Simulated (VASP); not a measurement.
Set up this calculation in VASP 6.6.1, as the native input.

```yaml
Task: relaxation of cell and atoms
Functional: PBE
Potentials_or_basis: VASP PAW PBE potentials, release 64 (Fe)
Cutoff: 600 eV
k_mesh: 6 × 6 × 4
Occupations: gaussian, width 0.1 eV
Spin: collinear spin, ferromagnetic start
Starting_moments: "[4.0, 4.0] μB"
Dipole_correction: no
Further_INCAR_settings: ALGO = Normal; EDIFF = 1e-06; IBRION = 2; EDIFFG = -0.04; NSW = 90; ISIF = 3
```

The structure of Fe lies in POSCAR:

```
Fe
1.0
    1.8556361845     -1.7750569037      0.0000000000
    1.8556361845      1.7750569037      0.0000000000
    0.0000000000      0.0000000000      3.8556150427
Fe
2
Direct
    0.1250000000      0.8750000000      0.2500000000
    0.8750000000      0.1250000000      0.7500000000
```

The cell was built from a structure type or drawn by symmetry, and may not be a known phase.

The input as run:

INCAR

```
SYSTEM = Fe
PREC = Accurate
ENCUT = 600
EDIFF = 1E-6
ISMEAR = 0
SIGMA = 0.1
LREAL = .False.
LASPH = .True.
NELM = 150
ALGO = Normal
ISIF = 3
LWAVE = .False.
LCHARG = .False.
ISPIN = 2
MAGMOM = 4 4
LORBIT = 11
LMAXMIX = 4
GGA = PE
IBRION = 2
NSW = 90
EDIFFG = -0.04
```

KPOINTS

```
regular mesh
0
Gamma
  6 6 4
  0 0 0
```

Potentials or basis: VASP PAW PBE potentials, release 64 (Fe).

The run is started by

```sh
$ cat potpaw_PBE.64/Fe/POTCAR > POTCAR
$ mpirun -np 1 vasp_std > vasp.out
```

It gave:

```
Relaxed volume                                        : 11.35 Å³/atom
Relaxed cell                                          : a = 2.450 Å, b = 2.450 Å, c = 4.023 Å, α = 90.00°, β = 90.00°, γ = 70.03°
Space group after relaxing (to 0.1 Å)                 : Im-3m (No. 229)
Energy gained by relaxing                             : 676.5 meV/atom
Ionic steps                                           : 19
Pressure after relaxing                               : 0.1 GPa
Largest force after relaxing                          : 0.005 eV/Å
Net moment                                            : 4.43 μB per cell
Site moments                                          : Fe +2.21 μB
Valence electrons inside the program's atomic spheres : Fe 7.27
```

Caveat: the k points lie up to 0.45 Å⁻¹ apart in the final cell.

It took 12 min on 1 thread of Intel(R) Xeon(R) Platinum 8259CL CPU @ 2.50GHz (Skylake/Cascade Lake), with other jobs on the host, peak memory 0.19 GiB.
